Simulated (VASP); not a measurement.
# MgC18 in VASP: further runs

MgC18 is run at these levels: PBE; tasks: single point.

Everything below comes from runs of VASP 6.6.1. Logs are shortened: lines on timing, memory, paths and dates and some standing lists are left out, and cuts for length are marked.

## Step 1: The cell of the first run

The cell holds a slab with vacuum, 19 atoms: a = 7.398 Å, b = 7.398 Å, c = 11.000 Å, α = 90.00°, β = 90.00°, γ = 120.00°.

## Step 2: Single point, PBE

INCAR

```
PREC = Accurate ; ENCUT = 520
EDIFF = 1E-6 ; ISMEAR = 0
SIGMA = 0.05 ; LREAL = Auto
LASPH = T ; NELM = 60
ALGO = Normal ; ISIF = 2
LWAVE = F ; LCHARG = F
GGA = PE ; NBANDS = 52
```

KPOINTS

```
regular mesh
0
Gamma
  2 2 1
```

POSCAR

```
MgC18
1.0
    7.3980000000      0.0000000000      0.0000000000
   -3.6990000000      6.4068560000      0.0000000000
    0.0000000000      0.0000000000     11.0000000000
C Mg
18 1
Direct
   -0.0012437628      0.0019071757      0.0807673636
    0.2213365884      0.1115107004      0.0807049091
   -0.0012455388      0.3352318204      0.0807121818
    0.2213426818      0.4448448662      0.0807640000
   -0.0012424826      0.6685912716      0.0806592727
    0.2213433438      0.7781968254      0.0807052727
    0.3320750571      0.0019124825      0.0806456364
    0.5546670790      0.1115136660      0.0806650000
    0.3320801790      0.3352341617      0.0806881818
    0.5546634916      0.4448465831      0.0806387273
    0.3320978935      0.6685864330      0.0806976364
    0.5546760998      0.7781821536      0.0806889091
    0.6654310698      0.0019029615      0.0806942727
    0.8880111659      0.1115057058      0.0806990000
    0.6654179536      0.3352379076      0.0806410000
    0.8880082824      0.4448440858      0.0806697273
    0.6654242341      0.6685859648      0.0807098182
    0.8880093887      0.7781885530      0.0806815455
    0.7075487525      0.3047138877      0.4702950000
```

Potentials or basis: VASP PAW PBE potentials, release 64 (C, Mg).

Launch:

```sh
> cat potpaw_PBE.64/C/POTCAR potpaw_PBE.64/Mg/POTCAR > POTCAR
> mpirun -np 1 vasp_std > vasp.out
```

OUTCAR:

```text
PREC = Accurate
   ENCUT = 520
   EDIFF = 1E-6
   ISMEAR = 0
   LREAL = Auto
   LASPH = T
   NELM = 60
   ISIF = 2
   GGA = PE

 ion  position               nearest neighbor table
   1  0.999  0.002  0.081-  14 1.41   2 1.43  18 1.43
   2  0.221  0.112  0.081-   7 1.41   1 1.43   9 1.43
   3  0.999  0.335  0.081-  16 1.41   4 1.43  14 1.43
   4  0.221  0.445  0.081-   9 1.41   3 1.43  11 1.43
   5  0.999  0.669  0.081-  18 1.41   6 1.43  16 1.43
   6  0.221  0.778  0.081-  11 1.41   5 1.43   7 1.43
[... 10 lines left out ...]
  17  0.665  0.669  0.081-  12 1.41  18 1.43  10 1.43
  18  0.888  0.778  0.081-   5 1.41  17 1.43   1 1.43
  19  0.708  0.305  0.470-

  LATTYP: Found a hexagonal cell.
 ALAT       =     7.3980000000
 C/A-ratio  =     1.4868883482

  Lattice vectors:

 A1 = (   7.3980000000,   0.0000000000,   0.0000000000)
 A2 = (  -3.6990000000,   6.4068560000,   0.0000000000)
 A3 = (   0.0000000000,   0.0000000000,  11.0000000000)

Analysis of symmetry for initial positions (statically):
=====================================================================
 Subroutine PRICEL returns:
 Original cell was already a primitive cell.

 Routine SETGRP: Setting up the symmetry group for a
 hexagonal supercell.

 Subroutine GETGRP returns: Found  1 space group operations
 (whereof  1 operations were pure point group operations)
 out of a pool of 24 trial point group operations.

The static configuration has the point symmetry C_1 .

Analysis of symmetry for dynamics (positions and initial velocities):
=====================================================================
 Subroutine PRICEL returns:
 Original cell was already a primitive cell.

 Routine SETGRP: Setting up the symmetry group for a
 hexagonal supercell.

 Subroutine GETGRP returns: Found  1 space group operations
 (whereof  1 operations were pure point group operations)
 out of a pool of 24 trial point group operations.

The dynamic configuration has the point symmetry C_1 .

 Subroutine INISYM returns: Found  1 space group operations
 (whereof  1 operations are pure point group operations),
 and found     1 'primitive' translations

----------------------------------------------------------------------------------------

                                     Primitive cell

  volume of cell :     521.3771

  direct lattice vectors                    reciprocal lattice vectors
     7.398000000  0.000000000  0.000000000     0.135171668  0.078041398  0.000000000
    -3.699000000  6.406856000  0.000000000     0.000000000  0.156082796  0.000000000
     0.000000000  0.000000000 11.000000000     0.000000000  0.000000000  0.090909091

  length of vectors
     7.398000000  7.398000054 11.000000000     0.156082797  0.156082796  0.090909091

  position of ions in fractional coordinates (direct lattice)
     0.998756237  0.001907176  0.080767364
     0.221336588  0.111510700  0.080704909
     0.998754461  0.335231820  0.080712182
     0.221342682  0.444844866  0.080764000
     0.998757517  0.668591272  0.080659273
     0.221343344  0.778196825  0.080705273
[... 11 lines left out ...]
     0.888009389  0.778188553  0.080681545
     0.707548753  0.304713888  0.470295000

  ion indices of the primitive-cell ions
   primitive index   ion index
                 1           1
                 2           2
                 3           3
                 4           4
                 5           5
                 6           6
[... 11 lines left out ...]
                18          18
                19          19

----------------------------------------------------------------------------------------

 KPOINTS: regular mesh

Automatic generation of k-mesh.
 Grid dimensions read from file:
 generate k-points for:    2    2    1

 Generating k-lattice:

  Cartesian coordinates                     Fractional coordinates (reciprocal lattice)
     0.067585834  0.039020699  0.000000000     0.500000000 -0.000000000  0.000000000
     0.000000000  0.078041398  0.000000000     0.000000000  0.500000000  0.000000000
     0.000000000  0.000000000  0.090909091     0.000000000  0.000000000  1.000000000

  Length of vectors
     0.078041399  0.078041398  0.090909091

  Shift w.r.t. Gamma in fractional coordinates (k-lattice)
     0.000000000  0.000000000  0.000000000

 Subroutine IBZKPT returns following result:
 ===========================================

 Found      4 irreducible k-points:

 Following reciprocal coordinates:
            Coordinates               Weight
  0.000000  0.000000  0.000000      1.000000
  0.500000 -0.000000  0.000000      1.000000
  0.000000  0.500000  0.000000      1.000000
  0.500000  0.500000  0.000000      1.000000
   k-points           NKPTS =      4   k-points in BZ     NKDIM =      4   number of bands    NBANDS=     52
   number of dos      NEDOS =    301   number of ions     NIONS =     19
   total plane-waves  NPLWV = 263424
   dimension x,y,z NGX =    56 NGY =   56 NGZ =   84
   dimension x,y,z NGXF=   112 NGYF=  112 NGZF=  168
   ions per type =              18   1
   NGX,Y,Z   is equivalent  to a cutoff of  12.58, 12.58, 12.70 a.u.
   NGXF,Y,Z  is equivalent  to a cutoff of  25.17, 25.17, 25.39 a.u.
 SYSTEM =  unknown system
   PREC   = accura    normal or accurate (medium, high low for compatibility)
   ISTART =      0    job   : 0-new  1-cont  2-samecut
   ICHARG =      2    charge: 1-file 2-atom 10-const
   ISPIN  =      1    spin polarized calculation?
   LNONCOLLINEAR =      F non collinear calculations
   LSORBIT =      F    spin-orbit coupling
   LASPH  =      T    aspherical Exc in radial PAW
   ENCUT  =  520.0 eV  38.22 Ry    6.18 a.u.  13.76 13.76 20.45*2*pi/ulx,y,z
   NELM   =     60;   NELMIN=  2; NELMDL= -5     # of ELM steps
   EDIFF  = 0.1E-05   stopping-criterion for ELM
   LREAL  =      T    real-space projection
   EDIFFG = 0.1E-04   stopping-criterion for IOM
   NSW    =      0    number of steps for IOM
   IBRION =     -1    ionic relax: 0-MD 1-quasi-New 2-CG
   NFREE  =      0    steps in history (QN), initial steepest desc. (CG)
   ISIF   =      2    stress and relaxation
   ISYM   =      2    0-nonsym 1-usesym 2-fastsym
   POTIM  = 0.5000    time-step for ionic-motion
   TEBEG  =    0.0;   TEEND  =   0.0 temperature during run
   PSTRESS=    0.0 pullay stress
   NELECT =      74.0000    total number of electrons
   NUPDOWN=      -1.0000    fix difference up-down
   EMIN   =  10.00;   EMAX   =-10.00  energy-range for DOS
   EFERMI =   0.00;   METHOD = LEGACY
   ISMEAR =     0;   SIGMA  =   0.05  broadening in eV -4-tet -1-fermi 0-gaus
   EFERMI_NEDOS =   21; number of points for ismear=-14 and -15
   IALGO  =     38    algorithm
   IMIX   =      4    mixing-type and parameters
     AMIX     =   0.40;   BMIX     =  1.00
     AMIX_MAG =   1.60;   BMIX_MAG =  1.00
  volume/ion in A,a.u.               =      27.44       185.18
  Fermi-wavevector in a.u.,A,eV,Ry     =   0.853955  1.613740  9.921890  0.729238
  Thomas-Fermi vector in A             =   1.970477
   LORBIT       =      0    0 simple, 1 ext, 2 COOP (PROOUT), +10 PAW based schemes
   GGA     = PE    functional components
   LHFCALC =     F    Hartree Fock is set to
   AEXX    =    0.0000 exact exchange contribution
   IVDW    =     0    specifies the selected vdW correction
   LEPSILON=     F    determine dielectric tensor
   LRPA    =     F    only Hartree local field effects (RPA)
 non-spin polarized calculation
 Gauss-broadening in eV      SIGMA  =   0.05
  energy-cutoff  :      520.00
  volume of cell :      521.38
 maximum number of plane-waves:     14099
 NGX is ok and might be reduce to    56
   NGX = 27   NGY = 27   NGZ = 41

 number of electron      74.0000004 magnetization

 Free energy of the ion-electron system (eV)
  ---------------------------------------------------
  ext. energy  EPLUGINS =         0.00000000
  ---------------------------------------------------
  free energy    TOTEN  =      -165.63795089 eV

  energy without entropy =     -165.63580836  energy(sigma->0) =     -165.63687963

 E-fermi :  -1.1863     XC(G=0):  -4.8839

 val. band max:       -1.2664398545   @ k =   0.0000   0.0000   0.0000
 cond. band min:      -1.1065692749   @ k =   0.0000   0.0000   0.0000
 fundamental gap:      0.1598705795
 Fermi energy:        -1.1862892282

 k-point     1 :       0.0000    0.0000    0.0000
  band No.  band energies     occupation
      1     -20.7076      2.00000
      2     -18.1273      2.00000
      3     -18.1268      2.00000
      4     -18.1229      2.00000
      5     -18.1226      2.00000
      6     -18.1209      2.00000
[... 41 lines left out ...]
     48       3.7358      0.00000
     49       3.7708      0.00000

 k-point     2 :       0.5000   -0.0000    0.0000
  band No.  band energies     occupation
      1     -20.0536      2.00000
      2     -20.0525      2.00000
      3     -18.7615      2.00000
      4     -18.7614      2.00000
      5     -16.2792      2.00000
      6     -16.2787      2.00000
[... 41 lines left out ...]
     48       3.7633      0.00000
     49       3.8369      0.00000

 k-point     3 :       0.0000    0.5000    0.0000
  band No.  band energies     occupation
      1     -20.0530      2.00000
      2     -20.0518      2.00000
      3     -18.7633      2.00000
      4     -18.7631      2.00000
      5     -16.2776      2.00000
      6     -16.2771      2.00000
[... 41 lines left out ...]
     48       3.7632      0.00000
     49       3.8365      0.00000

 k-point     4 :       0.5000    0.5000    0.0000
  band No.  band energies     occupation
      1     -20.0545      2.00000
      2     -20.0539      2.00000
      3     -18.7583      2.00000
      4     -18.7581      2.00000
      5     -16.2799      2.00000
      6     -16.2793      2.00000
[... 41 lines left out ...]
     48       3.7633      0.00000
     49       3.8367      0.00000
 [bands above 49 left out]

------------------------ aborting loop because EDIFF is reached ----------------------------------------

  FORCE on cell =-STRESS in cart. coord.  units (eV):
  Direction    XX          YY          ZZ          XY          YZ          ZX
  --------------------------------------------------------------------------------------
  -------------------------------------------------------------------------------------
  Total       -1.9809629      5.0318890     -0.2558349      2.9770935     -0.0022779      0.0039063
  in kB       -6.0874437     15.4628542     -0.7861734      9.1485251     -0.0069999      0.0120038
  external PRESSURE =       2.8630791 kB  Pullay stress =       0.0000000 kB

 VOLUME and BASIS-vectors are now :
 -----------------------------------------------------------------------------
  energy-cutoff  :      520.00
  volume of cell :      521.38
      direct lattice vectors                 reciprocal lattice vectors
     7.398000000  0.000000000  0.000000000     0.135171668  0.078041398  0.000000000
    -3.699000000  6.406856000  0.000000000     0.000000000  0.156082796  0.000000000
     0.000000000  0.000000000 11.000000000     0.000000000  0.000000000  0.090909091

 POSITION                                       TOTAL-FORCE (eV/Angst)
 -----------------------------------------------------------------------------------
      7.38174      0.01222      0.88844         0.000556     -0.002212     -0.008254
      1.22497      0.71443      0.88775        -0.000432     -0.000359      0.003395
      6.14876      2.14778      0.88783        -0.001370      0.000351      0.002023
     -0.00799      2.85006      0.88840         0.000459      0.014901     -0.007598
      4.91569      4.28357      0.88725         0.004989     -0.003341      0.000676
     -1.24105      4.98579      0.88776         0.010218     -0.004831     -0.010950
[... 11 lines left out ...]
      3.69097      4.98574      0.88750         0.002589      0.004208      0.012248
      4.10731      1.95226      5.17325         0.000212     -0.000812     -0.001970
 -----------------------------------------------------------------------------------
    total drift:                               -0.005857      0.001417     -0.033946

  FREE ENERGIE OF THE ION-ELECTRON SYSTEM (eV)
  ---------------------------------------------------
  free  energy   TOTEN  =      -165.6379508932 eV

  energy  without entropy=     -165.6358083572  energy(sigma->0) =     -165.63687963
```

It took 6.6 min on 1 thread of Intel Xeon Platinum 8259CL at 2.50GHz (Skylake/Cascade Lake), shared host; peak memory 0.56 GiB.

Results:

```
Free energy            : -165.6380 eV
Largest force          : 0.017 eV/Å
Band gap on the k mesh : 0.16 eV
```

Forces in eV/Å, atoms in the order of the input:
```
C    0.001 -0.002 -0.008
C    0.000  0.000  0.003
C   -0.001  0.000  0.002
C    0.000  0.015 -0.008
C    0.005 -0.003  0.001
C    0.010 -0.005 -0.011
C    0.004 -0.012  0.006
C    0.003 -0.002 -0.005
C   -0.001  0.003  0.007
C    0.001  0.004  0.000
C   -0.012 -0.001  0.001
C   -0.003 -0.001  0.001
C   -0.008 -0.001 -0.003
C    0.006  0.003  0.007
C   -0.007 -0.002  0.002
C    0.005  0.010 -0.002
C   -0.006 -0.009 -0.003
C    0.003  0.004  0.012
Mg   0.000 -0.001 -0.002
```

Caveat: the k points lie up to 0.49 Å⁻¹ apart; there is no dipole correction, which matters where the two faces differ.

[end of part 1 of 3]
